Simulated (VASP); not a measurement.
# Ta4C3 (P4mm) in VASP: a series of runs, part 2 of 2

VASP 6.6.1. The steps go on from the part before.

## (3) Single point, r2SCAN

File POSCAR:

```
Ta4C3
1.0
    4.4247933841      0.0000000000      0.0000000000
    0.0000000000      4.4247933841      0.0000000000
    0.0000000000      0.0000000000      4.4247933841
Ta C
4 3
Direct
    0.0000000000      0.5000000000      0.5000000000
    0.5000000000      0.0000000000      0.5000000000
    0.5000000000      0.5000000000      0.0000000000
    0.0000000000      0.0000000000      0.0000000000
    0.5000000000      0.0000000000      0.0677997759
    0.0000000000      0.5000000000      0.0677997759
    0.0000000000      0.0000000000      0.5677997759
```

File INCAR.step1:

```
SYSTEM = Ta4C3
PREC = Accurate
ENCUT = 520
ISMEAR = 0
SIGMA = 0.15
LREAL = .FALSE.
LASPH = .TRUE.
NELM = 60
NBANDS = 37
GGA = PE
ALGO = Normal
EDIFF = 1E-4
LWAVE = .TRUE.
LCHARG = .FALSE.
```

File INCAR.step2:

```
SYSTEM = Ta4C3
PREC = Accurate
ENCUT = 520
EDIFF = 1E-6
ISMEAR = 0
SIGMA = 0.15
LREAL = .FALSE.
LASPH = .TRUE.
NELM = 60
ALGO = Normal
ISIF = 2
LWAVE = .FALSE.
LCHARG = .TRUE.
METAGGA = R2SCAN
LMIXTAU = .TRUE.
LELF = .TRUE.
LVHAR = .TRUE.
NBANDS = 37
ISTART = 1
```

File KPOINTS:

```
regular mesh
0
G
  10 10 10
  0 0 0
```

Potentials or basis: VASP PAW PBE potentials, release 64 (Ta_pv, C).

Launch:

```
$ cat potpaw_PBE.64/Ta_pv/POTCAR potpaw_PBE.64/C/POTCAR > POTCAR
$ cp INCAR.step1 INCAR
$ mpirun -np 1 vasp_std > vasp.out
$ cp INCAR.step2 INCAR
$ mpirun -np 1 vasp_std > vasp.out
```

OUTCAR:

```text
SYSTEM = Ta4C3
   PREC = Accurate
   ENCUT = 520
   EDIFF = 1E-6
   ISMEAR = 0
   LREAL = .FALSE.
   LASPH = .TRUE.
   NELM = 60
   ISIF = 2
   METAGGA = R2SCAN
   ISTART = 1

 ion  position               nearest neighbor table
   1  0.000  0.500  0.500-   6 1.91   7 2.23   7 2.23   6 2.51   2 3.13   3 3.13   3 3.13   4 3.13
                             2 3.13   4 3.13   4 3.13   4 3.13   2 3.13   3 3.13   3 3.13   2 3.13
   2  0.500  0.000  0.500-   5 1.91   7 2.23   7 2.23   5 2.51   1 3.13   3 3.13   3 3.13   4 3.13
                             1 3.13   3 3.13   3 3.13   1 3.13   4 3.13   4 3.13   4 3.13   1 3.13
[... 1177 lines left out ...]
  Total        0.1686014      0.1686014     19.6363204      0.0000000      0.0000000     -0.0000000
  in kB        3.1181190      3.1181190    363.1547286      0.0000000      0.0000000     -0.0000000
  external PRESSURE =     123.1303222 kB  Pullay stress =       0.0000000 kB

 VOLUME and BASIS-vectors are now :
 -----------------------------------------------------------------------------
  energy-cutoff  :      520.00
  volume of cell :       86.63
      direct lattice vectors                 reciprocal lattice vectors
     4.424793384  0.000000000  0.000000000     0.225999253  0.000000000  0.000000000
     0.000000000  4.424793384  0.000000000     0.000000000  0.225999253  0.000000000
     0.000000000  0.000000000  4.424793384     0.000000000  0.000000000  0.225999253

 POSITION                                       TOTAL-FORCE (eV/Angst)
 -----------------------------------------------------------------------------------
      0.00000      2.21240      2.21240        -0.000000      0.000000      4.757501
      2.21240      0.00000      2.21240        -0.000000      0.000000      4.757501
      2.21240      2.21240      0.00000        -0.000000     -0.000000      0.794095
      0.00000      0.00000      0.00000        -0.000000      0.000000      3.742380
      2.21240      0.00000      0.30000        -0.000000      0.000000     -4.521673
      0.00000      2.21240      0.30000        -0.000000      0.000000     -4.521673
      0.00000      0.00000      2.51240         0.000000     -0.000000     -5.008130
 -----------------------------------------------------------------------------------
    total drift:                                0.000000      0.000000      0.001346

  FREE ENERGIE OF THE ION-ELECTRON SYSTEM (eV)
  ---------------------------------------------------
  free  energy   TOTEN  =      -225.9039842742 eV

  energy  without entropy=     -225.8636766984  energy(sigma->0) =     -225.88383049
```

OSZICAR.step1:

```text
N       E                     dE             d eps       ncg     rms          rms(c)
DAV:   1     0.518569275006E+03    0.51857E+03   -0.30448E+04  9340   0.157E+03
DAV:   2    -0.560908257949E+02   -0.57466E+03   -0.56021E+03 10435   0.457E+02
DAV:   3    -0.870789667470E+02   -0.30988E+02   -0.30339E+02 11649   0.965E+01
DAV:   4    -0.877836964121E+02   -0.70473E+00   -0.70036E+00 11616   0.140E+01
DAV:   5    -0.877959309165E+02   -0.12235E-01   -0.12225E-01 11462   0.174E+00    0.468E+01
DAV:   6    -0.765121249344E+02    0.11284E+02   -0.60070E+01 11238   0.337E+01    0.190E+01
DAV:   7    -0.762647154525E+02    0.24741E+00   -0.36590E+00 11361   0.111E+01    0.993E+00
DAV:   8    -0.761839228416E+02    0.80793E-01   -0.67451E-01 11556   0.570E+00    0.268E+00
DAV:   9    -0.761613131530E+02    0.22610E-01   -0.13791E-01 11648   0.299E+00    0.486E-01
DAV:  10    -0.761597248545E+02    0.15883E-02   -0.13294E-02 11747   0.827E-01    0.237E-01
DAV:  11    -0.761595644818E+02    0.16037E-03   -0.23985E-03 11187   0.269E-01    0.925E-02
DAV:  12    -0.761595282386E+02    0.36243E-04   -0.62331E-04  9943   0.129E-01
   1 F= -.76159528E+02 E0= -.76137793E+02  d E =-.434709E-01
```

It took 11 min on 1 thread of Intel Xeon 6975P-C (Granite Rapids), shared host; peak memory 0.44 GiB.

What came out:

```yaml
Free_energy: -225.9040 eV
Pressure: 12.3 GPa
Largest_force: 5.008 eV/Å
Band_gap_on_the_k_mesh: zero (band 28 reaches 7.56 eV, above the bottom of band 29 at 6.65 eV)
```

Forces on the atoms (eV/Å):
```
Ta   0.000  0.000  4.758
Ta   0.000  0.000  4.758
Ta   0.000  0.000  0.794
Ta   0.000  0.000  3.742
C    0.000  0.000 -4.522
C    0.000  0.000 -4.522
C    0.000  0.000 -5.008
```

Stress tensor (GPa, compression positive):
```
 0.31  0.00  0.00
 0.00  0.31  0.00
 0.00  0.00 36.32
```

Caveat: the cell differs from its parent crystal (all C atoms moved -0.300 Å, as atom 5 towards its neighbour atom 2 (Ta) at 2.212 Å); the PAW data sets were made with another functional, which shifts forces and pressure a little; spin-orbit coupling is left out, which moves the levels of the heavy elements.

## (4) Single point, r2SCAN

Changes to POSCAR since step 3:

```diff
@@ -12,4 +12,4 @@
     0.0000000000      0.0000000000      0.0000000000
-    0.5000000000      0.0000000000      0.0677997759
-    0.0000000000      0.5000000000      0.0677997759
-    0.0000000000      0.0000000000      0.5677997759
+    0.5000000000      0.0000000000     -0.0508498320
+    0.0000000000      0.5000000000     -0.0508498320
+    0.0000000000      0.0000000000      0.4491501680
```

INCAR.step1 is that of step 3.

INCAR.step2 is that of step 3.

File KPOINTS:

```
Automatic mesh
0
G
  10 10 10
  0 0 0
```

Potentials or basis: VASP PAW PBE potentials, release 64 (Ta_pv, C).

Launch:

```
$ cat potpaw_PBE.64/Ta_pv/POTCAR potpaw_PBE.64/C/POTCAR > POTCAR
$ cp INCAR.step1 INCAR
$ mpirun -np 1 vasp_std > vasp.out
$ cp INCAR.step2 INCAR
$ mpirun -np 1 vasp_std > vasp.out
```

OUTCAR:

```text
SYSTEM = Ta4C3
   PREC = Accurate
   ENCUT = 520
   EDIFF = 1E-6
   ISMEAR = 0
   LREAL = .FALSE.
   LASPH = .TRUE.
   NELM = 60
   ISIF = 2
   METAGGA = R2SCAN
   ISTART = 1

 ion  position               nearest neighbor table
   1  0.000  0.500  0.500-   6 1.99   7 2.22   7 2.22   6 2.44   3 3.13   3 3.13   4 3.13   4 3.13
                             2 3.13   4 3.13   2 3.13   4 3.13   2 3.13   3 3.13   3 3.13   2 3.13
   2  0.500  0.000  0.500-   5 1.99   7 2.22   7 2.22   5 2.44   3 3.13   3 3.13   4 3.13   4 3.13
                             1 3.13   3 3.13   3 3.13   1 3.13   4 3.13   1 3.13   4 3.13   1 3.13
   3  0.500  0.500  0.000-   5 2.22   6 2.22   5 2.22   6 2.22   2 3.13   1 3.13   2 3.13   2 3.13
                             4 3.13   4 3.13   2 3.13   1 3.13   4 3.13   1 3.13   1 3.13   4 3.13
   4  0.000  0.000  0.000-   7 1.99   6 2.22   5 2.22   6 2.22   5 2.22   7 2.44   1 3.13   2 3.13
                             1 3.13   1 3.13   3 3.13   2 3.13   1 3.13   2 3.13   3 3.13   3 3.13
   5  0.500  0.000  0.949-   2 1.99   3 2.22   4 2.22   3 2.22   4 2.22   2 2.44
   6  0.000  0.500  0.949-   1 1.99   3 2.22   4 2.22   4 2.22   3 2.22   1 2.44
   7  0.000  0.000  0.449-   4 1.99   2 2.22   1 2.22   1 2.22   2 2.22   4 2.44

  LATTYP: Found a simple cubic cell.
 ALAT       =     4.4247933841

[... 194 lines left out ...]
 cond. band min:       7.1804582600   @ k =   0.0000   0.5000   0.3000
 fundamental gap:      0.0060984514
 Fermi energy:         7.1751474850

 k-point     1 :       0.0000    0.0000    0.0000
  band No.  band energies     occupation
      1     -29.4598      2.00000
      2     -29.3772      2.00000
      3     -29.3772      2.00000
      4     -28.7892      2.00000
      5     -28.7536      2.00000
      6     -28.7536      2.00000
[... 949 lines left out ...]
     36      11.1649      0.00000
     37      11.6319      0.00000

 [... further k-points ...]
[... 5 lines left out ...]
  --------------------------------------------------------------------------------------
  -------------------------------------------------------------------------------------
  Total        0.3319873      0.3319873     11.1414168      0.0000000      0.0000000      0.0000000
  in kB        6.1397839      6.1397839    206.0497131      0.0000000      0.0000000      0.0000000
  external PRESSURE =      72.7764270 kB  Pullay stress =       0.0000000 kB

 VOLUME and BASIS-vectors are now :
 -----------------------------------------------------------------------------
  energy-cutoff  :      520.00
  volume of cell :       86.63
      direct lattice vectors                 reciprocal lattice vectors
     4.424793384  0.000000000  0.000000000     0.225999253  0.000000000  0.000000000
     0.000000000  4.424793384  0.000000000     0.000000000  0.225999253  0.000000000
     0.000000000  0.000000000  4.424793384     0.000000000  0.000000000  0.225999253

 POSITION                                       TOTAL-FORCE (eV/Angst)
 -----------------------------------------------------------------------------------
      0.00000      2.21240      2.21240         0.000000      0.000000     -3.282527
      2.21240      0.00000      2.21240         0.000000      0.000000     -3.282527
      2.21240      2.21240      0.00000        -0.000000     -0.000000     -0.597137
      0.00000      0.00000      0.00000         0.000000      0.000000     -2.409918
      2.21240      0.00000      4.19979         0.000000      0.000000      3.052558
      0.00000      2.21240      4.19979         0.000000      0.000000      3.052558
      0.00000      0.00000      1.98740         0.000000      0.000000      3.466992
 -----------------------------------------------------------------------------------
    total drift:                                0.000000      0.000000      0.004974

  FREE ENERGIE OF THE ION-ELECTRON SYSTEM (eV)
  ---------------------------------------------------
  free  energy   TOTEN  =      -226.7821151877 eV

  energy  without entropy=     -226.7424974637  energy(sigma->0) =     -226.76230633
```

Wall time 24 min (1 thread of Intel Xeon 8259CL, shared host); peak memory 0.44 GiB.

Results:

```yaml
Free_energy: -226.7821 eV
Pressure: 7.3 GPa
Largest_force: 3.467 eV/Å
Band_gap_on_the_k_mesh: zero (band 28 reaches 7.54 eV, above the bottom of band 29 at 6.63 eV)
```

Forces in eV/Å, atoms in the order of the input:
```
Ta   0.000  0.000 -3.283
Ta   0.000  0.000 -3.283
Ta   0.000  0.000 -0.597
Ta   0.000  0.000 -2.410
C    0.000  0.000  3.053
C    0.000  0.000  3.053
C    0.000  0.000  3.467
```

Stress tensor (GPa, compression positive):
```
 0.61  0.00  0.00
 0.00  0.61  0.00
 0.00  0.00 20.60
```

Caveat: the cell differs from its parent crystal (all C atoms moved +0.225 Å, as atom 5 towards its neighbour atom 2 (Ta) at 2.212 Å); the PAW data sets were made with another functional, which shifts forces and pressure a little; spin-orbit coupling is left out, which moves the levels of the heavy elements.
